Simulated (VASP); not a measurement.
# Re (P6_3/mmc) in VASP: notebook

Runs on Re. Level: LDA. Tasks: single point.

All numbers are computed with VASP 6.6.1; they aren't measurements. Logs are shortened: lines on timing, memory, paths and dates and some standing lists are left out, and cuts for length are marked.

### 1 The cell of the first run

Symmetry: P6_3/mmc, No. 194, hexagonal system. The conventional cell has a = 2.729 Å, b = 2.729 Å, c = 8.818 Å, α = 90.00°, β = 90.00°, γ = 120.00°. Within 3.6 Å of Re (site symmetry -6m2) lie 12 Re at 2.71 to 2.73 Å. Within 3.6 Å of Re (site symmetry -3m) lie 12 Re at 2.71 to 2.73 Å.

### 2 Single point, LDA (volume scaled by 0.96)

INCAR

```
PREC     = Accurate       # precision mode
ENCUT    = 520            # plane-wave cutoff, eV
EDIFF    = 1E-6           # SCF threshold, eV
ISMEAR   = -1             # smearing method
SIGMA    = 0.05           # smearing width, eV
LREAL    = False          # projectors in reciprocal space
LASPH    = True           # aspherical terms in the spheres
NELM     = 60             # most SCF steps
ALGO     = Normal         # electronic algorithm
ISIF     = 2              # what is computed and relaxed
LWAVE    = False          # write WAVECAR
LCHARG   = False          # write CHGCAR
NBANDS   = 22             # bands
```

KPOINTS

```
Automatic mesh
0
Gamma
  11 11 3
```

POSCAR

```
Re
1.0
    2.7289991972      0.0000000000      0.0000000000
   -1.3644995986      2.3633826317      0.0000000000
    0.0000000000      0.0000000000      8.8180351457
Re
4
Direct
    0.6666666667      0.3333333333      0.7500000000
    0.0000000000      0.0000000000      0.5000000000
    0.3333333333      0.6666666667      0.2500000000
    0.0000000000      0.0000000000      0.0000000000
```

Potentials or basis: VASP PAW LDA potentials, release 64 (Re).

On the command line:

```
$ cat potpaw_LDA.64/Re/POTCAR > POTCAR
$ mpirun -np 1 vasp_std > vasp.out
```

OUTCAR:

```text
PREC = Accurate
   ENCUT = 520
   EDIFF = 1E-6
   ISMEAR = -1
   LREAL = False
   LASPH = True
   NELM = 60
   ISIF = 2

 ion  position               nearest neighbor table
   1  0.667  0.333  0.750-   2 2.71   4 2.71   2 2.71   4 2.71   2 2.71   4 2.71
   2  0.000  0.000  0.500-   1 2.71   3 2.71   1 2.71   3 2.71   1 2.71   3 2.71
   3  0.333  0.667  0.250-   2 2.71   4 2.71   2 2.71   4 2.71   2 2.71   4 2.71
   4  0.000  0.000  0.000-   1 2.71   3 2.71   1 2.71   3 2.71   1 2.71   3 2.71

  LATTYP: Found a hexagonal cell.
 ALAT       =     2.7289991972
 C/A-ratio  =     3.2312340563

  Lattice vectors:

 A1 = (   2.7289991972,   0.0000000000,   0.0000000000)
 A2 = (  -1.3644995986,   2.3633826317,   0.0000000000)
 A3 = (   0.0000000000,   0.0000000000,   8.8180351457)

Analysis of symmetry for initial positions (statically):
=====================================================================
 Subroutine PRICEL returns:
 Original cell was already a primitive cell.

 Routine SETGRP: Setting up the symmetry group for a
 hexagonal supercell.

 Subroutine GETGRP returns: Found 24 space group operations
 (whereof 12 operations were pure point group operations)
 out of a pool of 24 trial point group operations.

The static configuration has the point symmetry D_3d.
 The point group associated with its full space group is D_6h.

Analysis of symmetry for dynamics (positions and initial velocities):
=====================================================================
 Subroutine PRICEL returns:
 Original cell was already a primitive cell.

 Routine SETGRP: Setting up the symmetry group for a
 hexagonal supercell.

 Subroutine GETGRP returns: Found 24 space group operations
 (whereof 12 operations were pure point group operations)
 out of a pool of 24 trial point group operations.

The dynamic configuration has the point symmetry D_3d.
 The point group associated with its full space group is D_6h.

 Subroutine INISYM returns: Found 24 space group operations
 (whereof 12 operations are pure point group operations),
 and found     1 'primitive' translations

----------------------------------------------------------------------------------------

                                     Primitive cell

  volume of cell :      56.8734

  direct lattice vectors                    reciprocal lattice vectors
     2.728999197  0.000000000  0.000000000     0.366434699  0.211561172  0.000000000
    -1.364499599  2.363382632  0.000000000     0.000000000  0.423122344  0.000000000
     0.000000000  0.000000000  8.818035146     0.000000000  0.000000000  0.113403948

  length of vectors
     2.728999197  2.728999197  8.818035146     0.423122344  0.423122344  0.113403948

  position of ions in fractional coordinates (direct lattice)
     0.666666667  0.333333333  0.750000000
     0.000000000  0.000000000  0.500000000
     0.333333333  0.666666667  0.250000000
     0.000000000  0.000000000  0.000000000

  ion indices of the primitive-cell ions
   primitive index   ion index
                 1           1
                 2           2
                 3           3
                 4           4

----------------------------------------------------------------------------------------

 KPOINTS: Automatic mesh

Automatic generation of k-mesh.
 Grid dimensions read from file:
 generate k-points for:   11   11    3

 Generating k-lattice:

  Cartesian coordinates                     Fractional coordinates (reciprocal lattice)
     0.033312245  0.019232834  0.000000000     0.090909091  0.000000000  0.000000000
     0.000000000  0.038465668  0.000000000     0.000000000  0.090909091  0.000000000
     0.000000000  0.000000000  0.037801316     0.000000000  0.000000000  0.333333333

  Length of vectors
     0.038465668  0.038465668  0.037801316

  Shift w.r.t. Gamma in fractional coordinates (k-lattice)
     0.000000000  0.000000000  0.000000000

 Subroutine IBZKPT returns following result:
 ===========================================

 Found     32 irreducible k-points:

 Following reciprocal coordinates:
            Coordinates               Weight
  0.000000  0.000000  0.000000      1.000000
  0.090909  0.000000  0.000000      6.000000
  0.181818  0.000000  0.000000      6.000000
  0.272727  0.000000  0.000000      6.000000
  0.363636 -0.000000  0.000000      6.000000
  0.454545  0.000000  0.000000      6.000000
[... 16 lines left out ...]
  0.090909  0.090909  0.333333     12.000000
  0.181818  0.090909  0.333333     24.000000
 [... further k-points ...]
   k-points           NKPTS =     32   k-points in BZ     NKDIM =     32   number of bands    NBANDS=     22
   number of dos      NEDOS =    301   number of ions     NIONS =      4
   total plane-waves  NPLWV =  28000
   dimension x,y,z NGX =    20 NGY =   20 NGZ =   70
   dimension x,y,z NGXF=    40 NGYF=   40 NGZF=  140
   ions per type =               4
   NGX,Y,Z   is equivalent  to a cutoff of  12.18, 12.18, 13.20 a.u.
   NGXF,Y,Z  is equivalent  to a cutoff of  24.37, 24.37, 26.39 a.u.
 SYSTEM =  unknown system
   PREC   = accura    normal or accurate (medium, high low for compatibility)
   ISTART =      0    job   : 0-new  1-cont  2-samecut
   ICHARG =      2    charge: 1-file 2-atom 10-const
   ISPIN  =      1    spin polarized calculation?
   LNONCOLLINEAR =      F non collinear calculations
   LSORBIT =      F    spin-orbit coupling
   LASPH  =      T    aspherical Exc in radial PAW
   ENCUT  =  520.0 eV  38.22 Ry    6.18 a.u.   5.07  5.07 16.40*2*pi/ulx,y,z
   NELM   =     60;   NELMIN=  2; NELMDL= -5     # of ELM steps
   EDIFF  = 0.1E-05   stopping-criterion for ELM
   LREAL  =      F    real-space projection
   EDIFFG = 0.1E-04   stopping-criterion for IOM
   NSW    =      0    number of steps for IOM
   IBRION =     -1    ionic relax: 0-MD 1-quasi-New 2-CG
   NFREE  =      0    steps in history (QN), initial steepest desc. (CG)
   ISIF   =      2    stress and relaxation
   ISYM   =      2    0-nonsym 1-usesym 2-fastsym
   POTIM  = 0.5000    time-step for ionic-motion
   TEBEG  =    0.0;   TEEND  =   0.0 temperature during run
   PSTRESS=    0.0 pullay stress
   NELECT =      28.0000    total number of electrons
   NUPDOWN=      -1.0000    fix difference up-down
   EMIN   =  10.00;   EMAX   =-10.00  energy-range for DOS
   EFERMI =   0.00;   METHOD = LEGACY
   ISMEAR =    -1;   SIGMA  =   0.05  broadening in eV -4-tet -1-fermi 0-gaus
   EFERMI_NEDOS =   21; number of points for ismear=-14 and -15
   IALGO  =     38    algorithm
   IMIX   =      4    mixing-type and parameters
     AMIX     =   0.40;   BMIX     =  1.00
     AMIX_MAG =   1.60;   BMIX_MAG =  1.00
  volume/ion in A,a.u.               =      14.22        95.95
  Fermi-wavevector in a.u.,A,eV,Ry     =   1.292680  2.442811 22.735635  1.671022
  Thomas-Fermi vector in A             =   2.424373
   LORBIT       =      0    0 simple, 1 ext, 2 COOP (PROOUT), +10 PAW based schemes
   GGA     = CA    functional components
   LHFCALC =     F    Hartree Fock is set to
   AEXX    =    0.0000 exact exchange contribution
   IVDW    =     0    specifies the selected vdW correction
   LEPSILON=     F    determine dielectric tensor
   LRPA    =     F    only Hartree local field effects (RPA)
 non-spin polarized calculation
  energy-cutoff  :      520.00
  volume of cell :       56.87
 maximum number of plane-waves:      1550
   NGX = 11   NGY = 11   NGZ = 33

 number of electron      27.9999999 magnetization

 Free energy of the ion-electron system (eV)
  ---------------------------------------------------
  ext. energy  EPLUGINS =         0.00000000
  ---------------------------------------------------
  free energy    TOTEN  =       -55.05796582 eV

  energy without entropy =      -55.03452193  energy(sigma->0) =      -55.04624388

 E-fermi :   8.3835     XC(G=0): -14.0270

 val. band max:        8.3637668129   @ k =   0.3636   0.2727   0.3333
 cond. band min:       8.3924168081   @ k =   0.2727   0.0000   0.0000
 fundamental gap:      0.0286499952
 Fermi energy:         8.3834753924

 k-point     1 :       0.0000    0.0000    0.0000
  band No.  band energies     occupation
      1      -1.7423      2.00000
      2       0.6187      2.00000
      3       0.7073      2.00000
      4       1.4411      2.00000
      5       5.7374      2.00000
      6       5.8362      2.00000
[... 14 lines left out ...]
     21      11.0029      0.00000
     22      11.0030      0.00000

 k-point     2 :       0.0909    0.0000    0.0000
  band No.  band energies     occupation
      1      -1.3916      2.00000
      2       0.9474      2.00000
      3       1.0319      2.00000
      4       1.7752      2.00000
      5       5.2849      2.00000
      6       5.5831      2.00000
[... 14 lines left out ...]
     21      10.9413      0.00000
     22      11.0742      0.00000

 k-point     3 :       0.1818    0.0000    0.0000
  band No.  band energies     occupation
      1      -0.4302      2.00000
      2       1.7200      2.00000
      3       1.7830      2.00000
      4       2.5893      2.00000
      5       4.5804      2.00000
      6       5.0145      2.00000
[... 14 lines left out ...]
     21      11.1833      0.00000
     22      11.3764      0.00000

 k-point     4 :       0.2727    0.0000    0.0000
  band No.  band energies     occupation
      1       0.8079      2.00000
      2       2.1292      2.00000
      3       2.2006      2.00000
      4       3.0401      2.00000
      5       4.2140      2.00000
      6       4.3628      2.00000
[... 14 lines left out ...]
     21      11.8783      0.00000
     22      11.9701      0.00000

 k-point     5 :       0.3636   -0.0000    0.0000
  band No.  band energies     occupation
      1       1.4944      2.00000
      2       1.8112      2.00000
      3       2.1946      2.00000
      4       2.8850      2.00000
      5       3.7777      2.00000
      6       3.8905      2.00000
[... 417 lines left out ...]
 k-point    22 :       0.4545    0.0000    0.3333
  band No.  band energies     occupation
      1       1.6614      2.00000
      2       1.8120      2.00000
      3       2.0710      2.00000
      4       2.4516      2.00000
      5       2.9847      2.00000
      6       3.1061      2.00000
[... 14 lines left out ...]
     21      12.9473      0.00000
     22      13.4683      0.00000

 k-point    23 :       0.0909    0.0909    0.3333
  band No.  band energies     occupation
      1      -0.4248      2.00000
      2       0.4239      2.00000
      3       2.3320      2.00000
      4       2.4192      2.00000
      5       5.0035      2.00000
      6       5.2410      2.00000
[... 14 lines left out ...]
     21      11.4302      0.00000
     22      12.1490      0.00000

 k-point    24 :       0.1818    0.0909    0.3333
  band No.  band energies     occupation
      1       0.6520      2.00000
      2       1.3026      2.00000
      3       3.0715      2.00000
      4       3.2984      2.00000
      5       4.1734      2.00000
      6       4.4930      2.00000
[... 14 lines left out ...]
     21      11.5468      0.00000
     22      12.2819      0.00000

 [... further k-points ...]
[... 5 lines left out ...]
  --------------------------------------------------------------------------------------
  -------------------------------------------------------------------------------------
  Total        1.7192343      1.7192343      1.5542753     -0.0000000      0.0000000      0.0000000
  in kB       48.4324440     48.4324440     43.7853927     -0.0000000      0.0000000      0.0000000
  external PRESSURE =      46.8834269 kB  Pullay stress =       0.0000000 kB

 VOLUME and BASIS-vectors are now :
 -----------------------------------------------------------------------------
  energy-cutoff  :      520.00
  volume of cell :       56.87
      direct lattice vectors                 reciprocal lattice vectors
     2.728999197  0.000000000  0.000000000     0.366434699  0.211561172  0.000000000
    -1.364499599  2.363382632  0.000000000     0.000000000  0.423122344  0.000000000
     0.000000000  0.000000000  8.818035146     0.000000000  0.000000000  0.113403948

 POSITION                                       TOTAL-FORCE (eV/Angst)
 -----------------------------------------------------------------------------------
      1.36450      0.78779      6.61353        -0.000000      0.000000      0.000000
      0.00000      0.00000      4.40902         0.000000     -0.000000      0.000000
     -0.00000      1.57559      2.20451         0.000000     -0.000000     -0.000000
      0.00000      0.00000      0.00000         0.000000     -0.000000      0.000000
 -----------------------------------------------------------------------------------
    total drift:                                0.000000     -0.000000      0.000000

  FREE ENERGIE OF THE ION-ELECTRON SYSTEM (eV)
  ---------------------------------------------------
  free  energy   TOTEN  =       -55.0579658247 eV

  energy  without entropy=      -55.0345219312  energy(sigma->0) =      -55.04624388
```

It took 25 s on 1 thread of Intel Xeon Platinum 8488C (Sapphire Rapids), shared host; peak memory 0.16 GiB.

What came out:

```yaml
Free_energy: -55.0580 eV
Pressure: 4.7 GPa
Band_gap_on_the_k_mesh: zero (band 14 reaches 9.60 eV, above the bottom of band 15 at 6.96 eV)
```

Caveat: the cell differs from its parent crystal (volume scaled by 0.96); spin-orbit coupling is left out, which moves the levels of the heavy elements.

### 3 Single point, LDA

This run uses another cell than the first one, of 14.81 Å³/atom, 1.042 times its volume.

INCAR

```
SYSTEM = Re
ALGO = Normal
EDIFF = 1E-6
ENCUT = 520
ISIF = 2
ISMEAR = -1
LASPH = .True.
LCHARG = .True.
LELF = .True.
LREAL = .False.
LVHAR = .True.
LWAVE = .False.
NBANDS = 22
NELM = 60
PREC = Accurate
SIGMA = 0.05
```

KPOINTS

```
k-points
0
Gamma
  11 11 3
  0 0 0
```

POSCAR

```
Re
1.0
    2.7663873939      0.0000000000      0.0000000000
   -1.3831936969      2.3957617598      0.0000000000
    0.0000000000      0.0000000000      8.9388451600
Re
4
Direct
    0.6666666667      0.3333333333      0.7500000000
    0.0000000000      0.0000000000      0.5000000000
    0.3333333333      0.6666666667      0.2500000000
    0.0000000000      0.0000000000      0.0000000000
```

Potentials or basis: VASP PAW LDA potentials, release 64 (Re).

On the command line:

```
$ cat potpaw_LDA.64/Re/POTCAR > POTCAR
$ mpirun -np 1 vasp_std > vasp.out
```

Wall time 28 s (1 thread of Intel Xeon Platinum 8488C (Sapphire Rapids), shared host); peak memory 0.18 GiB.

It converged, with:

- Free energy: -55.0058 eV
- Pressure: -11.4 GPa
- Band gap on the k mesh: zero (band 14 reaches 8.99 eV, above the bottom of band 15 at 6.52 eV)

Stress tensor (GPa, compression positive):
```
-11.33   0.00   0.00
  0.00 -11.33   0.00
  0.00   0.00 -11.61
```

Levels at points of the mesh, in eV from the Fermi level:
```csv
k point,band 10,band 11,band 12,band 13,band 14,band 15,band 16,band 17,band 18,band 19
"(0.00, 0.00, 0.00)",-1.91,-1.65,-1.23,-1.23,-1.12,-1.12,0.61,0.61,0.63,1.47
```

Caveat: spin-orbit coupling is left out, which moves the levels of the heavy elements.

(Continued in part 2 of 2.)
